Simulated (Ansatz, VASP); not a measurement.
## Zn: VASP beside Ansatz

The input INCAR:

```
SYSTEM = Zn
  PREC = Accurate
  ENCUT = 600
  EDIFF = 1E-7
  ISMEAR = -1
  SIGMA = 0.05
  LREAL = .False.
  LASPH = .True.
  NELM = 60
  ALGO = Normal
  ISIF = 3
  LWAVE = .False.
  LCHARG = .False.
  GGA = PE
  IBRION = 2
  NSW = 45
  EDIFFG = -0.005
```

File KPOINTS:

```
regular mesh
0
Gamma
  18 18 18
  0 0 0
```

POSCAR

```
Zn
1.0
   -1.5660468108      1.5660468108      1.5660468108
    1.5660468108     -1.5660468108      1.5660468108
    1.5660468108      1.5660468108     -1.5660468108
Zn
1
Direct
    0.0000000000      0.0000000000      0.0000000000
```

Input for Ansatz:

```yaml
crystal:
  lattice:
    - [-1.5660468108, 1.5660468108, 1.5660468108]
    - [1.5660468108, -1.5660468108, 1.5660468108]
    - [1.5660468108, 1.5660468108, -1.5660468108]
  atoms:
    - { symbol: Zn, position: [0.0, 0.0, 0.0] }
kpoints:
  mp_grid: { grid: [18, 18, 18] }
scf:
  occupations: { method: fermi_dirac, width: 0.05 }
hamiltonian:
  xc: pbe
  pseudopotentials:
    kind: all_electron
    lapw: { basis_error: 0.0005 }
    relativity: none
output:
  forces: true
  stress: true
  eigenvalues: true
  populations: true
relax:
  f_tol: 0.005
  max_steps: 25
  cell: {}
```

Alike in both runs: task relaxation of cell and atoms; functional PBE; k mesh 18 × 18 × 18; occupations fermi-dirac, width 0.05 eV; no spin polarisation.

```csv
,VASP,Ansatz
version,VASP 6.6.1,Ansatz 0.2.0
potentials or method,"VASP PAW PBE potentials, release 64 (Zn), cutoff 600 eV","all-electron LAPW, non-relativistic"
```

```tsv
	VASP	Ansatz	Ansatz less VASP
relaxed volume (Å³/atom)	15.41	15.72	+0.303
relaxed cell length with the largest relative difference (Å)	2.715	2.733	+0.0177
```

Ansatz ran all-electron here, and VASP with PAW potentials.
